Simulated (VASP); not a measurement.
# C (Fmmm) in VASP: a series of runs, part 2 of 2

VASP 6.6.1.

## (5) Single point, LDA (strain -0.015 along x and y, -0.030 along z)

Input file INCAR:

```
ALGO = Normal
EDIFF = 1E-6
ENCUT = 520
ISIF = 2
ISMEAR = 0
LASPH = True
LCHARG = False
LREAL = False
LWAVE = False
NBANDS = 11
NELM = 80
PREC = Accurate
SIGMA = 0.05
```

Input file KPOINTS:

```
k-points
0
Gamma
  14 14 14
```

Input file POSCAR:

```
C
1.0
    0.0000000000      2.0950950000      3.2475600000
    1.2095800000      0.0000000000      3.2475600000
    1.2095800000      2.0950950000      0.0000000000
C
2
Direct
    0.1666700000      0.8333300000      0.1666700000
    0.8333300000      0.1666700000      0.8333300000
```

Potentials or basis: VASP PAW LDA potentials, release 64 (C).

Started as:

```console
> cat potpaw_LDA.64/C/POTCAR > POTCAR
> mpirun -np 1 vasp_std > vasp.out
```

OUTCAR:

```text
EDIFF = 1E-6
   ENCUT = 520
   ISIF = 2
   ISMEAR = 0
   LASPH = True
   LREAL = False
   NELM = 80
   PREC = Accurate

 ion  position               nearest neighbor table
   1  0.167  0.833  0.167-   2 1.40   2 1.40   2 1.40
   2  0.833  0.167  0.833-   1 1.40   1 1.40   1 1.40

  LATTYP: Found a face centered orthorhombic cell.
 ALAT       =     2.4191600000
 B/A-ratio  =     1.7320846906
 C/A-ratio  =     2.6848658212

[... 513 lines left out ...]
      2      -1.9871      2.00000
      3       0.4918      2.00000
      4       1.3075      2.00000
      5      11.9518      0.00000
      6      14.0559      0.00000
      7      15.5296      0.00000
      8      15.9299      0.00000
      9      20.1545      0.00000
     10      27.7199      0.00000
     11      29.6316      0.00000

 [... further k-points ...]
[... 5 lines left out ...]
  --------------------------------------------------------------------------------------
  -------------------------------------------------------------------------------------
  Total        1.6401137      1.6393361      0.1251352     -0.0000000      0.0000000      0.0000000
  in kB      159.6463670    159.5706802     12.1804896     -0.0000000      0.0000000      0.0000000
  external PRESSURE =     110.4658456 kB  Pullay stress =       0.0000000 kB

 VOLUME and BASIS-vectors are now :
 -----------------------------------------------------------------------------
  energy-cutoff  :      520.00
  volume of cell :       16.46
      direct lattice vectors                 reciprocal lattice vectors
     0.000000000  2.095095000  3.247560000    -0.413366623  0.238652663  0.153961744
     1.209580000  0.000000000  3.247560000     0.413366623 -0.238652663  0.153961744
     1.209580000  2.095095000  0.000000000     0.413366623  0.238652663 -0.153961744

 POSITION                                       TOTAL-FORCE (eV/Angst)
 -----------------------------------------------------------------------------------
      1.20958      0.69838      3.24756         0.000000      0.041502      0.000000
      1.20958      3.49181      3.24756         0.000000     -0.041502      0.000000
 -----------------------------------------------------------------------------------
    total drift:                               -0.000000     -0.000000     -0.000000

  FREE ENERGIE OF THE ION-ELECTRON SYSTEM (eV)
  ---------------------------------------------------
  free  energy   TOTEN  =       -20.1992285383 eV

  energy  without entropy=      -20.1992280890  energy(sigma->0) =      -20.19922831
```

OSZICAR:

```text
N       E                     dE             d eps       ncg     rms          rms(c)
DAV:   1    -0.222756009368E+01   -0.22276E+01   -0.41454E+03  9686   0.653E+02
DAV:   2    -0.213742345319E+02   -0.19147E+02   -0.18390E+02 12312   0.120E+02
DAV:   3    -0.217764569451E+02   -0.40222E+00   -0.40157E+00 11816   0.140E+01
DAV:   4    -0.217779566947E+02   -0.14997E-02   -0.14996E-02 10905   0.105E+00
DAV:   5    -0.217779627455E+02   -0.60508E-05   -0.60506E-05 11984   0.603E-02    0.695E+00
DAV:   6    -0.205683873551E+02    0.12096E+01   -0.10996E+00 10748   0.601E+00    0.393E+00
DAV:   7    -0.201997030379E+02    0.36868E+00   -0.11389E+00 11126   0.616E+00    0.111E+00
DAV:   8    -0.201999714986E+02   -0.26846E-03   -0.26165E-02 10552   0.107E+00    0.193E-01
DAV:   9    -0.201992382974E+02    0.73320E-03   -0.15672E-03 11245   0.231E-01    0.709E-02
DAV:  10    -0.201992295859E+02    0.87115E-05   -0.12012E-04 11495   0.757E-02    0.312E-02
DAV:  11    -0.201992285422E+02    0.10436E-05   -0.31489E-06 11118   0.125E-02    0.501E-03
DAV:  12    -0.201992285383E+02    0.39812E-08   -0.32474E-08  6252   0.150E-03
   1 F= -.20199229E+02 E0= -.20199228E+02  d E =-.449287E-06
```

stdout:

```text
POSCAR found type information on POSCAR C
 POSCAR found :  1 types and       2 ions
 scaLAPACK will be used
 LDA part: xc-table for (Slater(with rela. corr.)+CA(PZ))
 , standard interpolation
 POSCAR, INCAR and KPOINTS ok, starting setup
 FFT: planning ... GRIDC
 FFT: planning ... GRID_SOFT
 FFT: planning ... GRID
 WAVECAR not read
 entering main loop
```

Wall time 34 s (1 thread of Intel Xeon 6975P-C (Granite Rapids), shared host); peak memory 0.17 GiB.

What came out:

```yaml
Free_energy: -20.1992 eV
Pressure: 11.0 GPa
Largest_force: 0.042 eV/Å
Band_gap_on_the_k_mesh: 0.23 eV, indirect (least direct gap 0.31 eV)
```

Forces on the atoms (eV/Å):
```
C    0.000  0.042  0.000
C    0.000 -0.042  0.000
```

Levels at points of the mesh, in eV from the valence-band top:
| k point | band 1 | band 2 | band 3 | band 4 | band 5 | band 6 | band 7 | band 8 | band 9 |
| --- | --- | --- | --- | --- | --- | --- | --- | --- | --- |
| (0.00, 0.00, 0.00) | -20.16 | -6.98 | -3.22 | -3.18 | 3.72 | 8.42 | 8.51 | 11.73 | 14.01 |
| (0.50, 0.00, 0.00) | -14.43 | -13.72 | -6.76 | -2.72 | 1.35 | 7.80 | 12.39 | 13.53 | 19.52 |
| (0.50, 0.50, 0.00) | -19.76 | -9.35 | -3.23 | -3.20 | 8.38 | 8.47 | 10.54 | 11.91 | 13.81 |
| (0.50, 0.00, 0.50) | -14.57 | -13.84 | -6.72 | -1.77 | 2.41 | 8.08 | 10.92 | 11.01 | 18.07 |
| (0.00, 0.50, 0.50) | -14.27 | -13.61 | -6.79 | -3.53 | 0.50 | 7.56 | 13.75 | 17.67 | 20.46 |

Caveat: the cell differs from its parent crystal (strain -0.015 along x and y, -0.030 along z). A k mesh can miss the band edges.

## (6) Single point, LDA (strain -0.030 along x and y, +0.015 along z)

Input file INCAR:

```
PREC = Accurate
ENCUT = 520
EDIFF = 1E-6
ISMEAR = 0
SIGMA = 0.05
LREAL = False
LASPH = True
NELM = 60
ALGO = Normal
ISIF = 2
LWAVE = False
LCHARG = False
GGA = CA
NBANDS = 11
```

Input file KPOINTS:

```
Automatic mesh
0
Gamma
  14 14 14
```

Input file POSCAR:

```
C
1.0
    0.0000000000      2.0631900000      3.3982200000
    1.1911600000      0.0000000000      3.3982200000
    1.1911600000      2.0631900000      0.0000000000
C
2
Direct
    0.1666700000      0.8333300000      0.1666700000
    0.8333300000      0.1666700000      0.8333300000
```

Potentials or basis: VASP PAW LDA potentials, release 64 (C).

Started as:

```console
> cat potpaw_LDA.64/C/POTCAR > POTCAR
> mpirun -np 1 vasp_std > vasp.out
```

OUTCAR:

```text
PREC = Accurate
   ENCUT = 520
   EDIFF = 1E-6
   ISMEAR = 0
   LREAL = False
   LASPH = True
   NELM = 60
   ISIF = 2
   GGA = CA

 ion  position               nearest neighbor table
   1  0.167  0.833  0.167-   2 1.38   2 1.38   2 1.38
   2  0.833  0.167  0.833-   1 1.38   1 1.38   1 1.38

  LATTYP: Found a face centered orthorhombic cell.
 ALAT       =     2.3823200000
 B/A-ratio  =     1.7320846906
 C/A-ratio  =     2.8528661137

  Lattice vectors:

 A1 = (   0.0000000000,   2.0631900000,   3.3982200000)
 A2 = (   1.1911600000,   0.0000000000,   3.3982200000)
 A3 = (   1.1911600000,   2.0631900000,   0.0000000000)

Analysis of symmetry for initial positions (statically):
=====================================================================
 Subroutine PRICEL returns:
 Original cell was already a primitive cell.

 Routine SETGRP: Setting up the symmetry group for a
 face centered orthorhombic supercell.

 Subroutine GETGRP returns: Found  8 space group operations
 (whereof  8 operations were pure point group operations)
 out of a pool of  8 trial point group operations.

The static configuration has the point symmetry D_2h.

[... 165 lines left out ...]
 fundamental gap:      0.5122842918
 Fermi energy:         5.2953482977

 k-point     1 :       0.0000    0.0000    0.0000
  band No.  band energies     occupation
      1     -15.1709      2.00000
      2      -2.2879      2.00000
      3       2.1163      2.00000
      4       2.1354      2.00000
      5       8.4271      0.00000
      6      14.0544      0.00000
      7      14.1116      0.00000
      8      17.6613      0.00000
      9      20.3949      0.00000
     10      28.7523      0.00000
     11      30.2401      0.00000
[... 309 lines left out ...]
 k-point    24 :       0.2857    0.1429    0.0000
  band No.  band energies     occupation
      1     -14.5582      2.00000
      2      -2.4806      2.00000
      3       0.3327      2.00000
      4       1.1448      2.00000
      5      10.9653      0.00000
      6      14.2576      0.00000
      7      15.8985      0.00000
      8      16.1908      0.00000
      9      21.0471      0.00000
     10      26.9040      0.00000
     11      29.9251      0.00000

 [... further k-points ...]
[... 5 lines left out ...]
  --------------------------------------------------------------------------------------
  -------------------------------------------------------------------------------------
  Total        3.9935482      3.9986478     -0.0548693      0.0000000      0.0000000      0.0000000
  in kB      383.0704920    383.5596553     -5.2631912      0.0000000      0.0000000      0.0000000
  external PRESSURE =     253.7889853 kB  Pullay stress =       0.0000000 kB

 VOLUME and BASIS-vectors are now :
 -----------------------------------------------------------------------------
  energy-cutoff  :      520.00
  volume of cell :       16.70
      direct lattice vectors                 reciprocal lattice vectors
     0.000000000  2.063190000  3.398220000    -0.419758890  0.242343168  0.147135853
     1.191160000  0.000000000  3.398220000     0.419758890 -0.242343168  0.147135853
     1.191160000  2.063190000  0.000000000     0.419758890  0.242343168 -0.147135853

 POSITION                                       TOTAL-FORCE (eV/Angst)
 -----------------------------------------------------------------------------------
      1.19116      0.68774      3.39822         0.000000      0.027721      0.000000
      1.19116      3.43864      3.39822         0.000000     -0.027721      0.000000
 -----------------------------------------------------------------------------------
    total drift:                               -0.000000     -0.000000     -0.000000

  FREE ENERGIE OF THE ION-ELECTRON SYSTEM (eV)
  ---------------------------------------------------
  free  energy   TOTEN  =       -20.1144425598 eV

  energy  without entropy=      -20.1144425598  energy(sigma->0) =      -20.11444256
```

It took 34 s on 1 thread of Intel Xeon 6975P-C (Granite Rapids), shared host; peak memory 0.17 GiB.

Results:

```
Free energy            : -20.1144 eV
Pressure               : 25.4 GPa
Largest force          : 0.028 eV/Å
Band gap on the k mesh : 0.51 eV, indirect (least direct gap 0.62 eV)
```

Forces on the atoms (eV/Å):
```
C    0.000  0.028  0.000
C    0.000 -0.028  0.000
```

Stress tensor (GPa, compression positive):
```
38.31  0.00  0.00
 0.00 38.36  0.00
 0.00  0.00 -0.53
```

Caveat: the cell differs from its parent crystal (strain -0.030 along x and y, +0.015 along z).

## (7) The runs side by side

| cell | gap on the mesh (eV) | pressure (GPa) | largest force (eV/Å) |
| --- | --- | --- | --- |
| a = 3.848, b = 3.459, c = 2.382 Å, angles 80.1, 62.3, 37.6°, 2 atoms | 0.29 | 27.0 | 0.04 |
| a = 3.890, b = 3.506, c = 2.382 Å, angles 80.2, 62.7, 37.1°, 2 atoms | 0.37 | 26.4 | 0.04 |
| a = 3.933, b = 3.554, c = 2.382 Å, angles 80.4, 63.0, 36.7°, 2 atoms | 0.45 | 25.9 | 0.03 |
| a = 3.865, b = 3.466, c = 2.419 Å, angles 79.9, 62.0, 38.1°, 2 atoms | 0.23 | 11.0 | 0.04 |
| a = 3.976, b = 3.601, c = 2.382 Å, angles 80.5, 63.3, 36.2°, 2 atoms | 0.51 | 25.4 | 0.03 |

Alike in all rows: task single point; level LDA; potentials or basis VASP PAW LDA potentials, release 64 (C); no spin polarisation; k mesh 14 × 14 × 14; cutoff (eV) 520; smearing gaussian 0.05 eV.

Absolute energies hang on the potentials; compare differences alone.
